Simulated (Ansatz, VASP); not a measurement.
**One calculation of SrCl2, two programs**

File POSCAR:

```
SrCl2
1.0
    0.0000000000      3.4883500000      3.4883500000
    3.4883500000      0.0000000000      3.4883500000
    3.4883500000      3.4883500000      0.0000000000
Sr Cl
1 2
Direct
    0.0000000000      0.0000000000      0.0000000000
    0.7500000000      0.7500000000      0.7500000000
    0.2500000000      0.2500000000      0.2500000000
```

The input INCAR.step1:

```
SYSTEM = SrCl2
PREC = Accurate
ENCUT = 520
EDIFF = 1E-5
ISMEAR = -1
SIGMA = 0.05
LREAL = .FALSE.
LASPH = .TRUE.
NELM = 60
ALGO = Normal
ISIF = 2
LWAVE = .TRUE.
NBANDS = 19
GGA = PE
```

File INCAR.step2:

```
SYSTEM = SrCl2
PREC = Accurate
ENCUT = 520
EDIFF = 1E-6
ISMEAR = -1
SIGMA = 0.05
LREAL = .FALSE.
LASPH = .TRUE.
NELM = 60
ALGO = Normal
ISIF = 2
LWAVE = .FALSE.
LCHARG = .TRUE.
GGA = PE
LHFCALC = .TRUE.
AEXX = 0.5
HFSCREEN = 0.2078699
PRECFOCK = Normal
LELF = .TRUE.
LVHAR = .TRUE.
NBANDS = 19
ISTART = 1
```

The input KPOINTS:

```
regular mesh
0
G
  4 4 4
  0 0 0
```

The input input.yaml:

```yaml
crystal:
  lattice:
    - [0.0, 3.48835, 3.48835]
    - [3.48835, 0.0, 3.48835]
    - [3.48835, 3.48835, 0.0]
  atoms:
    - { symbol: Sr, position: [0.0, 0.0, 0.0] }
    - { symbol: Cl, position: [0.75, 0.75, 0.75] }
    - { symbol: Cl, position: [0.25, 0.25, 0.25] }
hamiltonian:
  xc:
    exchange: pbe
    correlation: pbe
    exx: { coeff: 0.5, omega: 0.2078699 }
  pseudopotentials: { kind: paw }
kpoints:
  mp_grid: { grid: [4, 4, 4] }
scf:
  occupations: { method: fermi_dirac, width: 0.05 }
output:
  forces: true
  stress: true
  eigenvalues: true
  write_density: true
  write_potential: true
  elf: true
  volumetric_format: npy
```

Alike in both runs: task single point; functional PBE-based screened hybrid; k mesh 4 × 4 × 4; occupations fermi-dirac, width 0.05 eV; no spin polarisation.

|  | VASP | Ansatz |
| --- | --- | --- |
| version | VASP 6.6.1 | Ansatz 0.2.0 |
| potentials or method | VASP PAW PBE potentials, release 64 (Sr_sv, Cl) | Ansatz PAW |
| plane-wave cutoff (eV) | 520 | 420 |
| valence electrons in the cell | 24 | 24 |

|  | VASP | Ansatz | Ansatz less VASP |
| --- | --- | --- | --- |
| gap on the k mesh at the Fermi level (eV) | 7.93 | 7.94 | +0.011 |
| least direct gap on the mesh (eV) | 8.15 | 8.17 | +0.021 |
| pressure (GPa) | 0.0 | 0.0 | -0.05 |

VASP's potentials were made for PBE, not for PBE-based screened hybrid.
